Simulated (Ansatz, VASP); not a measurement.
# Zr3AlN4 in VASP and in Ansatz

INCAR

```
PREC = Accurate
ENCUT = 520
EDIFF = 1E-6
ISMEAR = 0
SIGMA = 0.1
LREAL = F
LASPH = T
NELM = 150
ALGO = Normal
ISIF = 2
LWAVE = F
LCHARG = F
ISPIN = 2
MAGMOM = 1 1 1 0 0 0 0 0
LORBIT = 11
LMAXMIX = 4
GGA = PE
NBANDS = 44
```

KPOINTS

```
Automatic mesh
0
Gamma
  6 6 6
```

File POSCAR:

```
Zr3AlN4
1.0
   -2.2644209019      2.2644209019      4.4766909694
    2.2644209019     -2.2644209019      4.4766909694
    2.2644209019      2.2644209019     -4.4766909694
Zr Al N
3 1 4
Direct
    0.2500000000      0.7500000000      0.5000000000
    0.7500000000      0.2500000000      0.5000000000
    0.0000000000      0.0000000000      0.0000000000
    0.5000000000      0.5000000000      0.0000000000
    0.5000000000      0.0000000000      0.5000000000
    0.0000000000      0.5000000000      0.5000000000
    0.2747099207      0.2747099207      0.0000000000
    0.7252900793      0.7252900793      0.0000000000
```

Input for Ansatz:

```yaml
crystal:
  lattice:
    - [-2.2644209019, 2.2644209019, 4.4766909694]
    - [2.2644209019, -2.2644209019, 4.4766909694]
    - [2.2644209019, 2.2644209019, -4.4766909694]
  atoms:
    - { symbol: Zr, position: [0.25, 0.75, 0.5], spin: 1.0 }
    - { symbol: Zr, position: [0.75, 0.25, 0.5], spin: 1.0 }
    - { symbol: Zr, position: [0.0, 0.0, 0.0], spin: 1.0 }
    - { symbol: Al, position: [0.5, 0.5, 0.0] }
    - { symbol: "N", position: [0.5, 0.0, 0.5] }
    - { symbol: "N", position: [0.0, 0.5, 0.5] }
    - { symbol: "N", position: [0.2747099207, 0.2747099207, 0.0] }
    - { symbol: "N", position: [0.7252900793, 0.7252900793, 0.0] }
basis:
  ecutwfc: 420
kpoints:
  mp_grid: { grid: [6, 6, 6] }
hamiltonian:
  xc: pbe
scf:
  occupations: { method: gaussian, width: 0.1 }
  lower_state_search: "off"
output:
  forces: true
  stress: true
  eigenvalues: true
  populations: true
magnetization:
  spin_polarized: true
```

Alike in both runs: task single point; functional PBE; k mesh 6 × 6 × 6; occupations gaussian, width 0.1 eV; collinear spin.

|  | VASP | Ansatz |
| --- | --- | --- |
| version | VASP 6.6.1 | Ansatz 0.2.0 |
| potentials or method | VASP PAW PBE potentials, release 64 (Zr_sv, Al, N), cutoff 520 eV | scalar-relativistic, plane waves, PAW |
| valence electrons in the cell | 59 | 59 |

VASP gave:

| Item | Value |
| --- | --- |
| gap on the k mesh at the Fermi level (eV) | none |
| pressure (GPa) | -0.2 |
| rms of the force components (eV/Å) | 0.004 |
| net moment per atom (μB) | 0.00 |

Q: What did Ansatz give for the same quantities?

A: gap on the k mesh at the Fermi level (eV): none; pressure (GPa): -0.3; rms of the force components (eV/Å): 0.001; net moment per atom (μB): 0.00.

Atom by atom the forces differ by 0.003 eV/Å (rms over components). A gap of «none» marks a metal or a gap that the smearing closes. Ansatz's warnings: seeded moment not kept.
